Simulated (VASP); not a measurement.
# Cd (P6_3/mmc) in VASP: notebook

The runs below take Cd through single point, with LDA.

All numbers are computed with VASP 6.6.1; they aren't measurements. Logs are shortened: lines on timing, memory, paths and dates and some standing lists are left out, and cuts for length are marked.

### Step 1. The cell of the first run

Symmetry: P6_3/mmc, No. 194, hexagonal system. The conventional cell has a = 2.882 Å, b = 2.882 Å, c = 5.638 Å, α = 90.00°, β = 90.00°, γ = 120.00°. Within 3.8 Å of Cd (site symmetry -6m2) lie 12 Cd at 2.88 to 3.27 Å.

### Step 2. Single point, LDA

The input, INCAR:

```
ALGO     = Normal         # electronic algorithm
EDIFF    = 1E-6           # SCF threshold, eV
ENCUT    = 630            # plane-wave cutoff, eV
GGA_COMPAT= F            
ISIF     = 2              # what is computed and relaxed
ISMEAR   = 1              # smearing method
LASPH    = T              # aspherical terms in the spheres
LCHARG   = F              # write CHGCAR
LREAL    = F              # projectors in reciprocal space
LWAVE    = F              # write WAVECAR
NBANDS   = 27             # bands
NELM     = 120            # most SCF steps
PREC     = Accurate       # precision mode
SIGMA    = 0.6            # smearing width, eV
```

The input, KPOINTS:

```
k-points
0
Gamma
  13 13 6
```

The input, POSCAR:

```
Cd
1.0
    2.8818641727      0.0000000000      0.0000000000
   -1.4409320863      2.4957675838      0.0000000000
    0.0000000000      0.0000000000      5.6383707528
Cd
2
Direct
    0.3333333333      0.6666666667      0.2500000000
    0.6666666667      0.3333333333      0.7500000000
```

Potentials or basis: VASP PAW LDA potentials, release 64 (Cd_sv_GW).

The run is started by

```bash
> cat potpaw_LDA.64/Cd_sv_GW/POTCAR > POTCAR
> mpirun -np 1 vasp_std > vasp.out
```

OUTCAR:

```text
EDIFF = 1E-6
   ENCUT = 630
   ISIF = 2
   ISMEAR = 1
   LASPH = T
   LREAL = F
   NELM = 120
   PREC = Accurate

 ion  position               nearest neighbor table
   1  0.333  0.667  0.250-
   2  0.667  0.333  0.750-

  LATTYP: Found a hexagonal cell.
 ALAT       =     2.8818641727
 C/A-ratio  =     1.9565012141

  Lattice vectors:

 A1 = (   2.8818641727,   0.0000000000,   0.0000000000)
 A2 = (  -1.4409320863,   2.4957675838,   0.0000000000)
 A3 = (   0.0000000000,   0.0000000000,   5.6383707528)

Analysis of symmetry for initial positions (statically):
=====================================================================
 Subroutine PRICEL returns:
 Original cell was already a primitive cell.

 Routine SETGRP: Setting up the symmetry group for a
 hexagonal supercell.

 Subroutine GETGRP returns: Found 24 space group operations
 (whereof 12 operations were pure point group operations)
 out of a pool of 24 trial point group operations.

The static configuration has the point symmetry D_3d.
 The point group associated with its full space group is D_6h.

Analysis of symmetry for dynamics (positions and initial velocities):
=====================================================================
 Subroutine PRICEL returns:
 Original cell was already a primitive cell.

 Routine SETGRP: Setting up the symmetry group for a
 hexagonal supercell.

 Subroutine GETGRP returns: Found 24 space group operations
 (whereof 12 operations were pure point group operations)
 out of a pool of 24 trial point group operations.

The dynamic configuration has the point symmetry D_3d.
 The point group associated with its full space group is D_6h.

 Subroutine INISYM returns: Found 24 space group operations
 (whereof 12 operations are pure point group operations),
 and found     1 'primitive' translations

----------------------------------------------------------------------------------------

                                     Primitive cell

  volume of cell :      40.5538

  direct lattice vectors                    reciprocal lattice vectors
     2.881864173  0.000000000  0.000000000     0.346997617  0.200339167  0.000000000
    -1.440932086  2.495767584  0.000000000     0.000000000  0.400678335  0.000000000
     0.000000000  0.000000000  5.638370753     0.000000000  0.000000000  0.177356198

[... 78 lines left out ...]
   LNONCOLLINEAR =      F non collinear calculations
   LSORBIT =      F    spin-orbit coupling
   LASPH  =      T    aspherical Exc in radial PAW
   ENCUT  =  630.0 eV  46.30 Ry    6.80 a.u.   5.90  5.90 11.54*2*pi/ulx,y,z
   NELM   =    120;   NELMIN=  2; NELMDL= -5     # of ELM steps
   EDIFF  = 0.1E-05   stopping-criterion for ELM
   LREAL  =      F    real-space projection
   EDIFFG = 0.1E-04   stopping-criterion for IOM
   NSW    =      0    number of steps for IOM
   IBRION =     -1    ionic relax: 0-MD 1-quasi-New 2-CG
   NFREE  =      0    steps in history (QN), initial steepest desc. (CG)
   ISIF   =      2    stress and relaxation
   ISYM   =      2    0-nonsym 1-usesym 2-fastsym
   POTIM  = 0.5000    time-step for ionic-motion
   TEBEG  =    0.0;   TEEND  =   0.0 temperature during run
   PSTRESS=    0.0 pullay stress
   NELECT =      40.0000    total number of electrons
   NUPDOWN=      -1.0000    fix difference up-down
   EMIN   =  10.00;   EMAX   =-10.00  energy-range for DOS
   EFERMI =   0.00;   METHOD = LEGACY
   ISMEAR =     1;   SIGMA  =   0.60  broadening in eV -4-tet -1-fermi 0-gaus
   EFERMI_NEDOS =   21; number of points for ismear=-14 and -15
   IALGO  =     38    algorithm
   IMIX   =      4    mixing-type and parameters
     AMIX     =   0.40;   BMIX     =  1.00
     AMIX_MAG =   1.60;   BMIX_MAG =  1.00
  volume/ion in A,a.u.               =      20.28       136.84
  Fermi-wavevector in a.u.,A,eV,Ry     =   1.629613  3.079521 36.132143  2.655638
  Thomas-Fermi vector in A             =   2.722050
   LORBIT       =      0    0 simple, 1 ext, 2 COOP (PROOUT), +10 PAW based schemes
   GGA     = CA    functional components
   LHFCALC =     F    Hartree Fock is set to
   AEXX    =    0.0000 exact exchange contribution
   IVDW    =     0    specifies the selected vdW correction
   LEPSILON=     F    determine dielectric tensor
   LRPA    =     F    only Hartree local field effects (RPA)
 non-spin polarized calculation
 Methfessel and Paxton  Order N= 1 SIGMA  =   0.60
  energy-cutoff  :      630.00
  volume of cell :       40.55
 maximum number of plane-waves:      1474
 NGX is ok and might be reduce to    24
   NGX = 11   NGY = 11   NGZ = 23

 number of electron      40.0000021 magnetization

 Free energy of the ion-electron system (eV)
  ---------------------------------------------------
  ext. energy  EPLUGINS =         0.00000000
  ---------------------------------------------------
  free energy    TOTEN  =        -3.06151992 eV

  energy without entropy =       -3.07329610  energy(sigma->0) =       -3.06544531

 E-fermi :   6.7734     XC(G=0): -12.0171

 val. band max:        6.7540321053   @ k =   0.3077  -0.0000   0.0000
 cond. band min:       6.8222798546   @ k =   0.3846   0.0769   0.0000
 fundamental gap:      0.0682477493
 Fermi energy:         6.7733736868

 k-point     1 :       0.0000    0.0000    0.0000
  band No.  band energies     occupation
      1     -95.7296      2.00000
      2     -95.7283      2.00000
      3     -57.1059      2.00000
      4     -57.0838      2.00000
      5     -57.0565      2.00000
      6     -57.0565      2.00000
[... 709 lines left out ...]
     26      21.2773      0.00000
     27      22.5735      0.00000

 [... further k-points ...]

------------------------ aborting loop because EDIFF is reached ----------------------------------------

  FORCE on cell =-STRESS in cart. coord.  units (eV):
  Direction    XX          YY          ZZ          XY          YZ          ZX
  --------------------------------------------------------------------------------------
  -------------------------------------------------------------------------------------
  Total        0.1991410      0.1991410     -0.4506562      0.0000000      0.0000000      0.0000000
  in kB        7.8675586      7.8675586    -17.8042902      0.0000000      0.0000000      0.0000000
  external PRESSURE =      -0.6897243 kB  Pullay stress =       0.0000000 kB

 VOLUME and BASIS-vectors are now :
 -----------------------------------------------------------------------------
  energy-cutoff  :      630.00
  volume of cell :       40.55
      direct lattice vectors                 reciprocal lattice vectors
     2.881864173  0.000000000  0.000000000     0.346997617  0.200339167  0.000000000
    -1.440932086  2.495767584  0.000000000     0.000000000  0.400678335  0.000000000
     0.000000000  0.000000000  5.638370753     0.000000000  0.000000000  0.177356198

 POSITION                                       TOTAL-FORCE (eV/Angst)
 -----------------------------------------------------------------------------------
     -0.00000      1.66385      1.40959        -0.000000      0.000000     -0.000000
      1.44093      0.83192      4.22878         0.000000     -0.000000      0.000000
 -----------------------------------------------------------------------------------
    total drift:                               -0.000000      0.000000      0.000000

  FREE ENERGIE OF THE ION-ELECTRON SYSTEM (eV)
  ---------------------------------------------------
  free  energy   TOTEN  =        -3.0615199233 eV

  energy  without entropy=       -3.0732960978  energy(sigma->0) =       -3.06544531
```

OSZICAR:

```text
N       E                     dE             d eps       ncg     rms          rms(c)
DAV:   1     0.113429303798E+04    0.11343E+04   -0.27460E+04  4640   0.256E+03
DAV:   2     0.113574017530E+03   -0.10207E+04   -0.96482E+03  4536   0.937E+02
DAV:   3     0.217887386005E+01   -0.11140E+03   -0.10951E+03  6831   0.396E+02
DAV:   4    -0.287051751828E+01   -0.50494E+01   -0.50380E+01  6692   0.109E+02
DAV:   5    -0.323613826948E+01   -0.36562E+00   -0.36560E+00  6988   0.241E+01    0.410E+01
DAV:   6    -0.307889605511E+01    0.15724E+00   -0.46970E-01  7056   0.156E+01    0.241E+01
DAV:   7    -0.306170140184E+01    0.17195E-01   -0.55288E-02  6408   0.325E+00    0.136E+00
DAV:   8    -0.306157799555E+01    0.12341E-03   -0.46820E-03  7243   0.151E+00    0.146E-01
DAV:   9    -0.306152158383E+01    0.56412E-04   -0.23826E-04  7265   0.190E-01    0.490E-02
DAV:  10    -0.306152001827E+01    0.15656E-05   -0.18979E-05  7143   0.103E-01    0.483E-03
DAV:  11    -0.306151992332E+01    0.94948E-07   -0.43653E-07  3239   0.183E-02
   1 F= -.30615199E+01 E0= -.30654453E+01  d E =0.117762E-01
```

stdout:

```text
POSCAR found type information on POSCAR Cd
 POSCAR found :  1 types and       2 ions
 scaLAPACK will be used
 LDA part: xc-table for (Slater(with rela. corr.)+CA(PZ))
 , standard interpolation
 POSCAR, INCAR and KPOINTS ok, starting setup
 FFT: planning ... GRIDC
 FFT: planning ... GRID_SOFT
 FFT: planning ... GRID
 WAVECAR not read
 entering main loop
```

Wall time 37 s (1 thread of AMD EPYC 9R45 (Zen 5), shared host); peak memory 0.21 GiB.

What came out:

- Free energy: -3.0615 eV
- Pressure: -0.1 GPa
- Band gap on the k mesh: zero (bands 20 and 21 overlap by 4.68 eV)

Stress tensor (GPa, compression positive):
```
 0.79  0.00  0.00
 0.00  0.79  0.00
 0.00  0.00 -1.78
```

Caveat: so wide a smearing shifts energies and pressures.

### Step 3. Single point, LDA

The input, INCAR:

```
PREC = Accurate
ENCUT = 630
EDIFF = 1E-6
ISMEAR = 0
SIGMA = 1.0
LREAL = False
LASPH = True
NELM = 120
ALGO = Normal
ISIF = 2
LWAVE = False
LCHARG = True
LELF = True
LVHAR = True
NBANDS = 27
GGA_COMPAT = False
```

The input, KPOINTS:

```
Automatic mesh
0
Gamma
  13 13 6
```

POSCAR is that of step 2.

Potentials or basis: VASP PAW LDA potentials, release 64 (Cd_sv_GW).

The run is started by

```bash
> cat potpaw_LDA.64/Cd_sv_GW/POTCAR > POTCAR
> mpirun -np 1 vasp_std > vasp.out
```

Wall time 63 s (1 thread of Intel Xeon Platinum 8488C (Sapphire Rapids), shared host); peak memory 0.24 GiB.

The run converged. Its results:

```yaml
Free_energy: -3.1891 eV
Pressure: 0.7 GPa
Band_gap_on_the_k_mesh: zero (bands 20 and 21 overlap by 4.68 eV)
```

Stress tensor (GPa, compression positive):
```
 1.57  0.00  0.00
 0.00  1.57  0.00
 0.00  0.00 -0.90
```

Levels at points of the mesh, in eV from the Fermi level:
```csv
k point,band 16,band 17,band 18,band 19,band 20,band 21,band 22,band 23,band 24,band 25
"(0.00, 0.00, 0.00)",-8.69,-8.69,-8.45,-8.45,-3.43,-3.39,9.69,14.25,14.70,15.37
"(0.00, 0.00, 0.50)",-8.56,-8.56,-8.56,-7.76,-7.76,3.28,3.28,14.51,14.51,16.69
```

Caveat: so wide a smearing shifts energies and pressures.

The gap in the log of VASP goes by the Fermi energy; the results here count the filled bands.